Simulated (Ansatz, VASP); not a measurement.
**One calculation of NaCu, two programs**

```
Na Cu
1.0
     3.36751    0.00000    0.00000
     0.00000    3.36751    0.00000
     0.00000    0.00000    3.36751
Na Cu
1 1
Direct
  0.00000 0.00000 0.00000
  0.50000 0.50000 0.50000
```

Alike in both runs: functional r2SCAN; k mesh 16 × 16 × 16; occupations gaussian, width 0.1 eV; no spin polarisation.

Ansatz relaxed the structure, and its values are those at the end. VASP's run is a single point on that final structure, the one shown.

|  | VASP | Ansatz |
| --- | --- | --- |
| version | VASP 6.6.1 | Ansatz 0.2.0 |
| potentials or method | VASP PAW PBE potentials, release 64 (Na_pv, Cu), cutoff 660 eV | scalar-relativistic, plane waves, PAW |
| valence electrons in the cell | 18 | 28 |

```tsv
	VASP	Ansatz	Ansatz less VASP
gap on the k mesh at the Fermi level (eV)	none	none	-
pressure (GPa)	0.1	0.0	-0.09
```

VASP's potentials were made for PBE, not for r2SCAN. A gap of «none» marks a metal or a gap that the smearing closes. VASP's potentials hold 18 valence electrons a cell and Ansatz's 28, so a difference there can come from the potentials and not from the codes.
